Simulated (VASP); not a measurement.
# Ga3Sb (I4/mmm) in VASP: a series of runs

The runs below take Ga3Sb through single point, with PBE.

All numbers are computed with VASP 6.6.1; they aren't measurements. Logs are shortened: lines on timing, memory, paths and dates and some standing lists are left out, and cuts for length are marked.

### Step 1. The cell of the first run

Symmetry: I4/mmm, No. 139, tetragonal system. Conventional cell: a = 4.700 Å, b = 4.700 Å, c = 7.984 Å, α = 90.00°, β = 90.00°, γ = 90.00°. Ga (site symmetry -4m2) has 10 Ga at 3.08 to 3.99 Å and 4 Sb at 3.08 Å within 4.1 Å. Within 4.1 Å of Ga (site symmetry 4/mmm) lie 8 Ga at 3.08 Å and 6 Sb at 3.32 to 3.99 Å. Sb (site symmetry 4/mmm) has 14 Ga at 3.08 to 3.99 Å within 4.1 Å.

### Step 2. Single point, PBE

Contents of INCAR:

```
ALGO = Fast
EDIFF = 1E-6
ENCUT = 520
GGA = PE
ISIF = 2
ISMEAR = 0
LASPH = True
LCHARG = False
LREAL = False
LWAVE = False
NBANDS = 30
NELM = 80
PREC = Accurate
SIGMA = 0.15
```

Contents of KPOINTS:

```
k-points
0
Gamma
  16 16 16
```

Contents of POSCAR:

```
Ga3Sb
1.0
   -2.3500843968      2.3500843968      3.9921278591
    2.3500843968     -2.3500843968      3.9921278591
    2.3500843968      2.3500843968     -3.9921278591
Ga Sb
3 1
Direct
    0.7500000000      0.2500000000      0.5000000000
    0.2500000000      0.7500000000      0.5000000000
    0.5000000000      0.5000000000      0.0000000000
    0.0000000000      0.0000000000      0.0000000000
```

Potentials or basis: VASP PAW PBE potentials, release 64 (Ga_d, Sb).

The run is started by

```sh
$ cat potpaw_PBE.64/Ga_d/POTCAR potpaw_PBE.64/Sb/POTCAR > POTCAR
$ mpirun -np 1 vasp_std > vasp.out
```

OUTCAR:

```text
EDIFF = 1E-6
   ENCUT = 520
   GGA = PE
   ISIF = 2
   ISMEAR = 0
   LASPH = True
   LREAL = False
   NELM = 80
   PREC = Accurate

 ion  position               nearest neighbor table
   1  0.750  0.250  0.500-   4 3.08   4 3.08   4 3.08   4 3.08
   2  0.250  0.750  0.500-   4 3.08   4 3.08   4 3.08   4 3.08
   3  0.500  0.500  0.000-   4 3.32   4 3.32   4 3.32   4 3.32
   4  0.000  0.000  0.000-   1 3.08   2 3.08   1 3.08   2 3.08   1 3.08   2 3.08   1 3.08   2 3.08
                             3 3.32   3 3.32   3 3.32   3 3.32

  LATTYP: Found a body centered tetragonal cell.
 ALAT       =     4.7001687936
 C/A-ratio  =     1.6987168055

  Lattice vectors:

 A1 = (  -2.3500843968,   2.3500843968,   3.9921278591)
 A2 = (   2.3500843968,  -2.3500843968,   3.9921278591)
 A3 = (   2.3500843968,   2.3500843968,  -3.9921278591)

Analysis of symmetry for initial positions (statically):
=====================================================================
 Subroutine PRICEL returns:
 Original cell was already a primitive cell.

 Routine SETGRP: Setting up the symmetry group for a
 body centered tetragonal supercell.

 Subroutine GETGRP returns: Found 16 space group operations
 (whereof 16 operations were pure point group operations)
 out of a pool of 16 trial point group operations.

The static configuration has the point symmetry D_4h.

Analysis of symmetry for dynamics (positions and initial velocities):
=====================================================================
 Subroutine PRICEL returns:
 Original cell was already a primitive cell.

 Routine SETGRP: Setting up the symmetry group for a
 body centered tetragonal supercell.

 Subroutine GETGRP returns: Found 16 space group operations
 (whereof 16 operations were pure point group operations)
 out of a pool of 16 trial point group operations.

The dynamic configuration has the point symmetry D_4h.

 Subroutine INISYM returns: Found 16 space group operations
 (whereof 16 operations are pure point group operations),
 and found     1 'primitive' translations

----------------------------------------------------------------------------------------

                                     Primitive cell

  volume of cell :      88.1924

  direct lattice vectors                    reciprocal lattice vectors
    -2.350084397  2.350084397  3.992127859     0.000000000  0.212758317  0.125246490
     2.350084397 -2.350084397  3.992127859     0.212758317  0.000000000  0.125246490
     2.350084397  2.350084397 -3.992127859     0.212758317  0.212758317  0.000000000

  length of vectors
     5.194504614  5.194504614  5.194504614     0.246886177  0.246886177  0.300885697

  position of ions in fractional coordinates (direct lattice)
     0.750000000  0.250000000  0.500000000
     0.250000000  0.750000000  0.500000000
     0.500000000  0.500000000  0.000000000
     0.000000000  0.000000000  0.000000000

  ion indices of the primitive-cell ions
   primitive index   ion index
                 1           1
                 2           2
                 3           3
                 4           4

----------------------------------------------------------------------------------------

 KPOINTS: k-points

Automatic generation of k-mesh.
 Grid dimensions read from file:
 generate k-points for:   16   16   16

 Generating k-lattice:

  Cartesian coordinates                     Fractional coordinates (reciprocal lattice)
     0.000000000  0.013297395  0.007827906     0.062500000  0.000000000  0.000000000
     0.013297395  0.000000000  0.007827906     0.000000000  0.062500000  0.000000000
     0.013297395  0.013297395  0.000000000     0.000000000  0.000000000  0.062500000

  Length of vectors
     0.015430386  0.015430386  0.018805356

  Shift w.r.t. Gamma in fractional coordinates (k-lattice)
     0.000000000  0.000000000  0.000000000

 Subroutine IBZKPT returns following result:
 ===========================================

 Found    349 irreducible k-points:

 Following reciprocal coordinates:
            Coordinates               Weight
  0.000000  0.000000  0.000000      1.000000
  0.062500  0.000000  0.000000      8.000000
  0.125000  0.000000  0.000000      8.000000
  0.187500  0.000000  0.000000      8.000000
  0.250000  0.000000  0.000000      8.000000
  0.312500  0.000000  0.000000      8.000000
[... 16 lines left out ...]
 -0.125000  0.062500  0.000000     16.000000
 -0.062500  0.062500  0.000000      4.000000
 [... further k-points ...]
   k-points           NKPTS =    349   k-points in BZ     NKDIM =    349   number of bands    NBANDS=     30
   number of dos      NEDOS =    301   number of ions     NIONS =      4
   total plane-waves  NPLWV =  64000
   dimension x,y,z NGX =    40 NGY =   40 NGZ =   40
   dimension x,y,z NGXF=    80 NGYF=   80 NGZF=   80
   ions per type =               3   1
   NGX,Y,Z   is equivalent  to a cutoff of  12.80, 12.80, 12.80 a.u.
   NGXF,Y,Z  is equivalent  to a cutoff of  25.60, 25.60, 25.60 a.u.
 SYSTEM =  unknown system
   PREC   = accura    normal or accurate (medium, high low for compatibility)
   ISTART =      0    job   : 0-new  1-cont  2-samecut
   ICHARG =      2    charge: 1-file 2-atom 10-const
   ISPIN  =      1    spin polarized calculation?
   LNONCOLLINEAR =      F non collinear calculations
   LSORBIT =      F    spin-orbit coupling
   LASPH  =      T    aspherical Exc in radial PAW
   ENCUT  =  520.0 eV  38.22 Ry    6.18 a.u.   9.66  9.66  9.66*2*pi/ulx,y,z
   NELM   =     80;   NELMIN=  2; NELMDL= -5     # of ELM steps
   EDIFF  = 0.1E-05   stopping-criterion for ELM
   LREAL  =      F    real-space projection
   EDIFFG = 0.1E-04   stopping-criterion for IOM
   NSW    =      0    number of steps for IOM
   IBRION =     -1    ionic relax: 0-MD 1-quasi-New 2-CG
   NFREE  =      0    steps in history (QN), initial steepest desc. (CG)
   ISIF   =      2    stress and relaxation
   ISYM   =      2    0-nonsym 1-usesym 2-fastsym
   POTIM  = 0.5000    time-step for ionic-motion
   TEBEG  =    0.0;   TEEND  =   0.0 temperature during run
   PSTRESS=    0.0 pullay stress
   NELECT =      44.0000    total number of electrons
   NUPDOWN=      -1.0000    fix difference up-down
   EMIN   =  10.00;   EMAX   =-10.00  energy-range for DOS
   EFERMI =   0.00;   METHOD = LEGACY
   ISMEAR =     0;   SIGMA  =   0.15  broadening in eV -4-tet -1-fermi 0-gaus
   EFERMI_NEDOS =   21; number of points for ismear=-14 and -15
   IALGO  =     68    algorithm
   IMIX   =      4    mixing-type and parameters
     AMIX     =   0.40;   BMIX     =  1.00
     AMIX_MAG =   1.60;   BMIX_MAG =  1.00
  volume/ion in A,a.u.               =      22.05       148.79
  Fermi-wavevector in a.u.,A,eV,Ry     =   1.298420  2.453658 22.937995  1.685895
  Thomas-Fermi vector in A             =   2.429750
   LORBIT       =      0    0 simple, 1 ext, 2 COOP (PROOUT), +10 PAW based schemes
   GGA     = PE    functional components
   LHFCALC =     F    Hartree Fock is set to
   AEXX    =    0.0000 exact exchange contribution
   IVDW    =     0    specifies the selected vdW correction
   LEPSILON=     F    determine dielectric tensor
   LRPA    =     F    only Hartree local field effects (RPA)
 non-spin polarized calculation
 RMM-DIIS sequential band-by-band and
 Gauss-broadening in eV      SIGMA  =   0.15
  energy-cutoff  :      520.00
  volume of cell :       88.19
 maximum number of plane-waves:      2407
   NGX = 19   NGY = 19   NGZ = 19

 number of electron      44.0000010 magnetization

 Free energy of the ion-electron system (eV)
  ---------------------------------------------------
  ext. energy  EPLUGINS =         0.00000000
  ---------------------------------------------------
  free energy    TOTEN  =       -12.57003161 eV

  energy without entropy =      -12.54591363  energy(sigma->0) =      -12.55797262

 E-fermi :   6.0196     XC(G=0): -10.4963

 val. band max:        6.0174383072   @ k =   0.3750   0.0625   0.0625
 cond. band min:       6.0203143684   @ k =   0.3750   0.3750   0.1250
 fundamental gap:      0.0028760611
 Fermi energy:         6.0195550472

 k-point     1 :       0.0000    0.0000    0.0000
  band No.  band energies     occupation
      1      -8.9202      2.00000
      2      -8.8981      2.00000
      3      -8.8799      2.00000
      4      -8.8799      2.00000
      5      -8.8713      2.00000
      6      -8.8616      2.00000
[... 22 lines left out ...]
     29      11.1781      0.00000
     30      11.8186      0.00000

 k-point     2 :       0.0625    0.0000    0.0000
  band No.  band energies     occupation
      1      -8.9189      2.00000
      2      -8.8975      2.00000
      3      -8.8842      2.00000
      4      -8.8821      2.00000
      5      -8.8672      2.00000
      6      -8.8646      2.00000
[... 22 lines left out ...]
     29      11.3961      0.00000
     30      12.0367      0.00000

 k-point     3 :       0.1250    0.0000    0.0000
  band No.  band energies     occupation
      1      -8.9149      2.00000
      2      -8.8979      2.00000
      3      -8.8874      2.00000
      4      -8.8867      2.00000
      5      -8.8724      2.00000
      6      -8.8571      2.00000
[... 22 lines left out ...]
     29      11.9645      0.00000
     30      12.6095      0.00000

 k-point     4 :       0.1875    0.0000    0.0000
  band No.  band energies     occupation
      1      -8.9088      2.00000
      2      -8.9009      2.00000
      3      -8.8935      2.00000
      4      -8.8828      2.00000
      5      -8.8775      2.00000
      6      -8.8484      2.00000
[... 616 lines left out ...]
     29      12.3369      0.00000
     30      13.6768      0.00000

 k-point    23 :      -0.1250    0.0625    0.0000
  band No.  band energies     occupation
      1      -8.9149      2.00000
      2      -8.8947      2.00000
      3      -8.8890      2.00000
      4      -8.8810      2.00000
      5      -8.8733      2.00000
      6      -8.8560      2.00000
[... 22 lines left out ...]
     29      11.7073      0.00000
     30      12.9964      0.00000

 k-point    24 :      -0.0625    0.0625    0.0000
  band No.  band energies     occupation
      1      -8.9181      2.00000
      2      -8.8960      2.00000
      3      -8.8864      2.00000
      4      -8.8790      2.00000
      5      -8.8685      2.00000
      6      -8.8624      2.00000
[... 22 lines left out ...]
     29      11.4023      0.00000
     30      12.3331      0.00000

 [... further k-points ...]

------------------------ aborting loop because EDIFF is reached ----------------------------------------

  FORCE on cell =-STRESS in cart. coord.  units (eV):
  Direction    XX          YY          ZZ          XY          YZ          ZX
  --------------------------------------------------------------------------------------
  -------------------------------------------------------------------------------------
  Total       -0.0841904     -0.0841904      0.0736697      0.0000000     -0.0000000      0.0000000
  in kB       -1.5294724     -1.5294724      1.3383449      0.0000000     -0.0000000      0.0000000
  external PRESSURE =      -0.5735333 kB  Pullay stress =       0.0000000 kB

 VOLUME and BASIS-vectors are now :
 -----------------------------------------------------------------------------
  energy-cutoff  :      520.00
  volume of cell :       88.19
      direct lattice vectors                 reciprocal lattice vectors
    -2.350084397  2.350084397  3.992127859     0.000000000  0.212758317  0.125246490
     2.350084397 -2.350084397  3.992127859     0.212758317  0.000000000  0.125246490
     2.350084397  2.350084397 -3.992127859     0.212758317  0.212758317  0.000000000

 POSITION                                       TOTAL-FORCE (eV/Angst)
 -----------------------------------------------------------------------------------
      0.00000      2.35008      1.99606        -0.000000      0.000000      0.000000
      2.35008      0.00000      1.99606         0.000000     -0.000000      0.000000
      0.00000      0.00000      3.99213         0.000000      0.000000     -0.000000
      0.00000      0.00000      0.00000         0.000000      0.000000     -0.000000
 -----------------------------------------------------------------------------------
    total drift:                               -0.000000     -0.000000      0.000000

  FREE ENERGIE OF THE ION-ELECTRON SYSTEM (eV)
  ---------------------------------------------------
  free  energy   TOTEN  =       -12.5700316114 eV

  energy  without entropy=      -12.5459136264  energy(sigma->0) =      -12.55797262
```

Wall time 9.9 min (1 thread of AMD EPYC 9R45 (Zen 5), shared host); peak memory 0.8 GiB.

Results:

```
Free energy            : -12.5700 eV
Pressure               : -0.1 GPa
Band gap on the k mesh : zero (bands 22 and 23 overlap by 4.48 eV)
```

Stress tensor (GPa, compression positive):
```
-0.15  0.00  0.00
 0.00 -0.15  0.00
 0.00  0.00  0.13
```

Caveat: spin-orbit coupling is left out, which moves the levels of the heavy elements.

(Continued in part 2 of 2.)
